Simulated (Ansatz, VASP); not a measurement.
One calculation of NaF, two programs

```
CELL_PARAMETERS angstrom
2.79349 0.00000 0.00000
0.00000 2.79349 0.00000
0.00000 0.00000 2.79349
ATOMIC_POSITIONS crystal
Na 0.00000 0.00000 0.00000
F 0.50000 0.50000 0.50000
```

Alike in both runs: task single point; functional PBE-based global hybrid; k mesh 4 × 4 × 4; no spin polarisation.

|  | VASP | Ansatz |
| --- | --- | --- |
| version | VASP 6.6.1 | Ansatz 0.2.0 |
| potentials or method | VASP PAW PBE potentials, release 64 (Na_pv, F) | plane waves |
| plane-wave cutoff (eV) | 520 | 420 |
| occupations | gaussian, width 0.01 eV | fixed |
| valence electrons in the cell | 14 | 16 |

Ansatz gave:

| Property | Result |
| --- | --- |
| gap on the k mesh at the Fermi level (eV) | 12.17 |
| pressure (GPa) | -0.8 |

Task: Which values does VASP return?

Result: gap on the k mesh at the Fermi level (eV): 12.15; pressure (GPa): -0.7.

VASP's potentials were made for PBE, not for PBE-based global hybrid. VASP's potentials hold 14 valence electrons a cell and Ansatz's 16, so a difference there can come from the potentials and not from the codes. Ansatz's warnings: stress exchange threshold loose, stress scf threshold loose.

The k mesh is coarse, so the values compare programs but aren't converged.
